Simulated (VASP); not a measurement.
# BN in VASP: notebook, part 2 of 2

VASP 6.6.1. Earlier steps stand in the parts before.

### Step 6. Relaxation of the atoms, SVWN5 (atoms moved at random)

The input, INCAR:

```
PREC = Accurate
ENCUT = 520
EDIFF = 1E-7
ISMEAR = 1
SIGMA = 0.025
LREAL = F
LASPH = T
NELM = 100
ALGO = Normal
ISIF = 2
LWAVE = F
LCHARG = F
GGA = VW
IBRION = 2
NSW = 60
EDIFFG = -0.01
```

The input, KPOINTS:

```
regular mesh
0
Gamma
  10 10 10
```

The input, POSCAR:

```
BN
1.0
    0.0000000000      1.8130010000      1.8130010000
    1.8130010000      0.0000000000      1.8130010000
    1.8130010000      1.8130010000      0.0000000000
N B
1 1
Direct
    0.2736200000      0.2507190000      0.1853900000
    0.0319160000     -0.0296780000     -0.0122210000
```

Potentials or basis: VASP PAW PBE potentials, release 64 (N, B).

Started as:

```bash
$ cat potpaw_PBE.64/N/POTCAR potpaw_PBE.64/B/POTCAR > POTCAR
$ mpirun -np 1 vasp_std > vasp.out
```

Wall time 3.6 min (1 thread of Oxide Virtual Turin-like, shared host); peak memory 0.12 GiB.

Results (log left out):

| Item | Value |
| --- | --- |
| Free energy | -19.3030 eV |
| Energy gained by relaxing | 80.9 meV/atom |
| Ionic steps | 7 |
| Pressure after relaxing | -13.6 GPa |
| Band gap on the k mesh | 4.34 eV (least direct gap 8.66 eV) |

Forces in eV/Å, atoms in the order of the input:
```
N    0.002 -0.001 -0.002
B   -0.002  0.001  0.002
```

The path:
```tsv
step	energy change (eV)	largest force (eV/Å)	pressure (GPa)
1	0.0000	2.4961	-9.59
2	0.0073	2.7894	-9.39
3	-0.1570	0.4790	-13.43
4	-0.1555	0.5418	-13.40
5	-0.1616	0.0749	-13.55
6	-0.1616	0.0609	-13.55
7	-0.1617	0.0024	-13.55
```

Final structure:
```xyz
2
Lattice="0.0000 1.8130 1.8130 1.8130 0.0000 1.8130 1.8130 1.8130 0.0000" Properties=species:S:1:pos:R:3 pbc="T T T"
N     0.8106    0.8872    0.9306
B     3.5301    1.7937    1.8371
```

Levels at points of the mesh, in eV from the valence-band top:
| k point | band 1 | band 2 | band 3 | band 4 | band 5 | band 6 | band 7 | band 8 |
| --- | --- | --- | --- | --- | --- | --- | --- | --- |
| (0.00, 0.00, 0.00) | -19.97 | 0.00 | 0.00 | 0.00 | 8.66 | 8.66 | 8.66 | 10.29 |
| (0.50, 0.00, 0.00) | -15.73 | -10.63 | -1.93 | -1.93 | 10.10 | 10.53 | 10.53 | 14.93 |
| (0.00, 0.50, 0.00) | -15.73 | -10.62 | -1.93 | -1.93 | 10.10 | 10.53 | 10.53 | 14.92 |
| (0.00, 0.00, 0.50) | -15.73 | -10.62 | -1.93 | -1.93 | 10.10 | 10.53 | 10.53 | 14.92 |
| (0.50, 0.50, 0.50) | -15.73 | -10.62 | -1.93 | -1.93 | 10.10 | 10.53 | 10.53 | 14.92 |
| (0.50, 0.50, 0.00) | -14.37 | -8.82 | -4.88 | -4.88 | 4.34 | 9.12 | 17.57 | 17.57 |
| (0.00, 0.50, 0.50) | -14.37 | -8.82 | -4.88 | -4.88 | 4.34 | 9.12 | 17.57 | 17.57 |
| (0.50, 0.00, 0.50) | -14.37 | -8.82 | -4.88 | -4.88 | 4.34 | 9.12 | 17.57 | 17.57 |

Caveat: the cell differs from its parent crystal (atoms moved at random); the PAW data sets were made with another functional, which shifts forces and pressure a little.

### Step 7. Single point, HSE06

The input, POSCAR:

```
BN
1.0
    0.0000000000      1.8130010000      1.8130010000
    1.8130010000      0.0000000000      1.8130010000
    1.8130010000      1.8130010000      0.0000000000
N B
1 1
Direct
    0.2500000000      0.2500000000      0.2500000000
    0.0000000000      0.0000000000      0.0000000000
```

The input, INCAR.step1:

```
SYSTEM = BN
PREC = Accurate
ENCUT = 520
EDIFF = 1E-5
ISMEAR = -1
SIGMA = 0.05
LREAL = .FALSE.
LASPH = .TRUE.
NELM = 80
ALGO = Normal
ISIF = 2
LWAVE = .TRUE.
LCHARG = .FALSE.
GGA = PE
NBANDS = 11
```

The input, INCAR.step2:

```
SYSTEM = BN
PREC = Accurate
ENCUT = 520
EDIFF = 1E-7
ISMEAR = -1
SIGMA = 0.05
LREAL = .FALSE.
LASPH = .TRUE.
NELM = 80
ALGO = Normal
ISIF = 2
LWAVE = .FALSE.
LCHARG = .FALSE.
GGA = PE
LHFCALC = .TRUE.
HFSCREEN = 0.2079
PRECFOCK = Normal
ISTART = 1
NBANDS = 11
```

The input, KPOINTS:

```
regular mesh
0
G
  10 10 10
  0 0 0
```

Started as:

```bash
$ cat potpaw_PBE.64/N/POTCAR potpaw_PBE.64/B/POTCAR > POTCAR
$ cp INCAR.step1 INCAR
$ mpirun -np 1 vasp_std > vasp.out
$ cp INCAR.step2 INCAR
$ mpirun -np 1 vasp_std > vasp.out
```

It took 89 min on 1 thread of Oxide Virtual Turin-like, shared host; peak memory 0.21 GiB.

It converged, with:

- Free energy: -20.3213 eV
- Pressure: -9.1 GPa
- Band gap on the k mesh: 5.76 eV (least direct gap 10.50 eV)

Levels at points of the mesh, in eV from the valence-band top:
```
           k point  band 1  band 2  band 3  band 4  band 5  band 6  band 7  band 8
(0.00, 0.00, 0.00)  -22.00    0.00    0.00    0.00   10.50   10.50   10.50   11.97
(0.50, 0.00, 0.00)  -17.52  -11.54   -2.09   -2.09   11.72   12.46   12.46   17.28
(0.50, 0.50, 0.00)  -16.05   -9.71   -5.26   -5.26    5.76   10.68   20.31   20.31
```

Caveat: the cell stands under tension; the PAW data sets were made with another functional, which shifts forces and pressure a little. A k mesh can miss the band edges.

### Step 8. Overview

| task | level | potentials or basis | spin | cell | k mesh | cutoff (eV) | smearing | grid for exact exchange (PRECFOCK) | share of exact exchange | screening parameter | gap on the mesh (eV) | pressure (GPa) |
| --- | --- | --- | --- | --- | --- | --- | --- | --- | --- | --- | --- | --- |
| single point | revPBE+D3(BJ) | VASP PAW PBE potentials, release 64 (N, B) | collinear, zero start | a = 2.564 Å, angles 60.0°, 2 atoms, atomic positions A | 10 × 10 × 10 | 520 | fermi-dirac 0.1 eV | - | - | - | 4.46 | -7.2 |
| relaxation of cell and atoms | LDA | VASP PAW LDA potentials, release 64 (N, B) | off | relaxed from a = 2.564 Å, angles 60.0°, 2 atoms, atomic positions B | 10 × 10 × 10 | 600 | fermi-dirac 0.05 eV | - | - | - | 4.37 | 0.0 |
| single point | B3LYP+D3(BJ) | VASP PAW PBE potentials, release 64 (N, B) | off | a = 2.539 Å, angles 60.0°, 2 atoms, atomic positions A | 8 × 8 × 8 | 520 | gaussian 0.01 eV | Normal | 0.2 | - | 6.59 | -0.7 |
| single point | B3LYP+D3(BJ) | VASP PAW PBE potentials, release 64 (N, B) | off | a = 2.564 Å, angles 60.0°, 2 atoms, atomic positions A | 8 × 8 × 8 | 520 | gaussian 0.01 eV | Normal | 0.2 | - | 6.54 | -11.6 |
| relaxation of the atoms | SVWN5 | VASP PAW PBE potentials, release 64 (N, B) | off | atoms relaxed from a = 2.564 Å, angles 60.0°, 2 atoms, atomic positions C | 10 × 10 × 10 | 520 | methfessel-paxton 0.025 eV | - | - | - | 4.34 | -13.6 |
| single point | HSE06 | VASP PAW PBE potentials, release 64 (N, B) | off | a = 2.564 Å, angles 60.0°, 2 atoms, atomic positions A | 10 × 10 × 10 | 520 | fermi-dirac 0.05 eV | Normal | 0.25 | 0.2079 1/Å | 5.76 | -9.1 |

Caveats: the PAW data sets were made with another functional, which shifts forces and pressure a little (at least some runs); the cell stands under tension (at least some runs); three body term missing (at least some runs).

Total energies depend on the potentials used, so only differences within one code and one set of settings carry meaning.
